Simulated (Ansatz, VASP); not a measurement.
## Two plane-wave programs on AlGa3N4

INCAR

```
SYSTEM = AlGa3N4
PREC     = Accurate       ! precision mode
ENCUT    = 520            ! plane-wave cutoff, eV
EDIFF    = 1E-6           ! SCF threshold, eV
ISMEAR   = 0              ! smearing method
SIGMA    = 0.05           ! smearing width, eV
LREAL    = .False.        ! projectors in reciprocal space
LASPH    = .True.         ! aspherical terms in the spheres
NELM     = 80             ! most SCF steps
ALGO     = Normal         ! electronic algorithm
ISIF     = 2              ! what is computed and relaxed
LWAVE    = .False.        ! write WAVECAR
LCHARG   = .False.        ! write CHGCAR
GGA      = PS             ! functional
NBANDS   = 41             ! bands
```

Contents of KPOINTS:

```
Automatic mesh
0
Gamma
  6 8 6
  0 0 0
```

File POSCAR:

```
AlGa3N4
1.0
    5.1423511994      0.0000000000      0.0001215027
    0.0000000000      3.1649848006      0.0000000000
   -0.0035856898      0.0000000000      5.4784941377
Al Ga N
1 3 4
Direct
   -0.0064704887      0.5000000000      0.6707580399
    0.4982188442      0.5000000000      0.3352845346
    0.4997461703      0.0000000000      0.8314933591
    1.0010085454      0.0000000000      0.1664102509
    0.1261101094      0.5000000000      0.3133973597
    0.1166035577      0.0000000000      0.8449397303
    0.6146649867      0.0000000000      0.1551455543
    0.6404215663      0.5000000000      0.6773100860
```

Input for Ansatz:

```yaml
crystal:
  lattice:
    - [5.1423511994, 0.0, 0.0001215027]
    - [0.0, 3.1649848006, 0.0]
    - [-0.0035856898, 0.0, 5.4784941377]
  atoms:
    - { symbol: Al, position: [-0.0064704887, 0.5, 0.6707580399] }
    - { symbol: Ga, position: [0.4982188442, 0.5, 0.3352845346] }
    - { symbol: Ga, position: [0.4997461703, 0.0, 0.8314933591] }
    - { symbol: Ga, position: [1.0010085454, 0.0, 0.1664102509] }
    - { symbol: "N", position: [0.1261101094, 0.5, 0.3133973597] }
    - { symbol: "N", position: [0.1166035577, 0.0, 0.8449397303] }
    - { symbol: "N", position: [0.6146649867, 0.0, 0.1551455543] }
    - { symbol: "N", position: [0.6404215663, 0.5, 0.677310086] }
basis:
  ecutwfc: 420
kpoints:
  mp_grid: { grid: [6, 8, 6] }
hamiltonian:
  xc: pbesol
scf:
  occupations: { method: gaussian, width: 0.05 }
output:
  forces: true
  stress: true
  eigenvalues: true
```

Change from the starting cell: mode 24 (697.0 1/cm) frozen in, largest displacement -0.150 Å.

Alike in both runs: task single point; functional PBEsol; k mesh 6 × 8 × 6; occupations gaussian, width 0.05 eV; no spin polarisation.

```csv
,VASP,Ansatz
version,VASP 6.6.1,Ansatz 0.2.0
potentials or method,"VASP PAW PBE potentials, release 64 (Al, Ga_d, N), cutoff 520 eV","scalar-relativistic, plane waves, PAW"
valence electrons in the cell,62,62
```

Ansatz gave:

```
gap on the k mesh at the Fermi level (eV)                     : 2.25
least direct gap on the mesh (eV)                             : 2.25
pressure (GPa)                                                : 1.9
traceless stress, the component that is largest in VASP (GPa) : 1.09
rms of the force components (eV/Å)                            : 1.078
```

Task: What did VASP give for the same quantities?

Result: gap on the k mesh at the Fermi level (eV): 2.27; least direct gap on the mesh (eV): 2.27; pressure (GPa): 1.8; traceless stress, the component that is largest in VASP (GPa): 1.19; rms of the force components (eV/Å): 1.078.

VASP's potentials were made for PBE, not for PBEsol. Atom by atom the forces differ by 0.010 eV/Å (rms over components).
